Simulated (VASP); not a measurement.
Crystal: AlInAsP3.

```
CELL_PARAMETERS angstrom
4.55064 0.00000 0.00000
0.00000 4.55064 0.00000
0.00000 0.00000 7.16247
ATOMIC_POSITIONS crystal
Al 0.50000 0.50000 0.00000
In 0.00000 0.00000 0.00000
P 0.00000 0.00000 0.73080
P 0.00000 0.00000 0.26920
P 0.00000 0.00000 0.50000
As 0.50000 0.50000 0.50000
```

The cell was built from a structure type or drawn by symmetry, and may not be a known phase.

| Quantity | Value |
| --- | --- |
| Program | VASP 6.6.1 |
| Task | relaxation of cell and atoms |
| Functional | PBE |
| Potentials or basis | VASP PAW PBE potentials, release 64 (Al, In_d, P, As) |
| Cutoff | 500 eV |
| k mesh | 4 × 4 × 4 |
| Occupations | gaussian, width 0.1 eV |
| Spin | no spin polarisation |

At the start: pressure 34.3 GPa; volume 24.72 Å³/atom.

Problem. Where does the relaxation end?

Solution. Over 19 steps the energy falls by 2063.7 meV/atom and the volume is 23.47 Å³/atom (-5.0 %); space group P4/mmm (No. 123, to 0.1 Å) before and after.

Step by step:
| step | energy change (eV) | largest force (eV/Å) | pressure (GPa) | volume (Å³) |
| --- | --- | --- | --- | --- |
| 1 | 0.0000 | 5.0197 | 34.31 | 148.32 |
| 2 | -5.9340 | 0.4331 | -8.84 | 258.39 |
| 3 | -9.9802 | 2.1430 | -5.06 | 196.46 |
| 4 | -10.0060 | 2.2626 | -4.70 | 194.93 |
| 5 | -10.0245 | 2.4762 | -4.01 | 192.39 |
| 6 | -11.2438 | 1.3752 | -5.52 | 175.17 |
| 7 | -12.0814 | 0.7715 | -4.70 | 156.45 |
| 8 | -11.1129 | 1.4826 | 13.17 | 120.67 |
| 9 | -12.2910 | 0.4207 | -2.88 | 148.28 |
| 10 | -12.3310 | 0.0617 | -0.89 | 141.97 |
| 11 | -12.3345 | 0.1727 | -1.50 | 143.69 |
| 12 | -12.3638 | 0.2524 | 1.27 | 137.73 |
| 13 | -12.3722 | 0.1048 | 0.32 | 139.59 |
| 14 | -12.3778 | 0.0699 | 0.09 | 140.35 |
| 15 | -12.3810 | 0.0356 | -0.18 | 141.34 |
| 16 | -12.3811 | 0.0288 | -0.23 | 141.56 |
| 17 | -12.3817 | 0.0583 | 0.10 | 140.78 |
| 18 | -12.3818 | 0.0510 | 0.02 | 140.97 |
| 19 | -12.3821 | 0.0242 | 0.01 | 140.85 |

Final structure:
```
Al In P As
1.0
     3.81846    0.00000    0.00000
     0.00000    3.81846    0.00000
     0.00000    0.00000    9.66001
Al In P As
1 1 3 1
Direct
  0.50000 0.50000 0.00000
  0.00000 0.00000 0.00000
  0.00000 0.00000 0.72297
  0.00000 0.00000 0.27703
  0.00000 0.00000 0.50000
  0.50000 0.50000 0.50000
```

Caveat: the highest band is partly filled, so the run has too few bands; a cell axis changed by over 15 % at a fixed basis, so the end point is rough.
